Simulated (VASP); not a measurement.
SrAl2H2, 5 atoms in the cell. The structure is trigonal, space group P-3m1 (No. 164). The conventional cell has a = 4.499 Å, b = 4.499 Å, c = 4.558 Å, α = 90.00°, β = 90.00°, γ = 120.00°. Sr (site symmetry -3m) has 6 H at 2.63 Å and 12 Al at 3.35 to 3.57 Å within 3.6 Å. Al (site symmetry 3m) has 1 H at 1.73 Å within 2.3 Å. Within 2.3 Å of H (site symmetry 3m) lie 1 Al at 1.73 Å. 

| Item | Value |
| --- | --- |
| Program | VASP 6.6.1 |
| Task | single point |
| Functional | PBEsol |
| Potentials or basis | VASP PAW PBE potentials, release 64 (Sr_sv, Al, H) |
| Cutoff | 520 eV |
| k mesh | 5 × 5 × 4 |
| Occupations | fermi-dirac, width 0.15 eV |
| Spin | no spin polarisation |
| Dipole correction | no |
| Further INCAR settings | ALGO = Normal; EDIFF = 1e-07; NBANDS = 17 |

Potentials or basis: VASP PAW PBE potentials, release 64 (Sr_sv, Al, H).

Launch:

```console
$ cat potpaw_PBE.64/Sr_sv/POTCAR potpaw_PBE.64/Al/POTCAR potpaw_PBE.64/H/POTCAR > POTCAR
$ mpirun -np 1 vasp_std > vasp.out
```

Hardware: 1 thread of Intel(R) Xeon(R) 6975P-C (Granite Rapids) (shared host).

Q: How long does it take, and how much memory?

A: Run time: 14 s on 1 thread of Intel(R) Xeon(R) 6975P-C (Granite Rapids), with other jobs on the host, peak memory 0.2 GiB. Counts: scf iterations 18, k points 17.
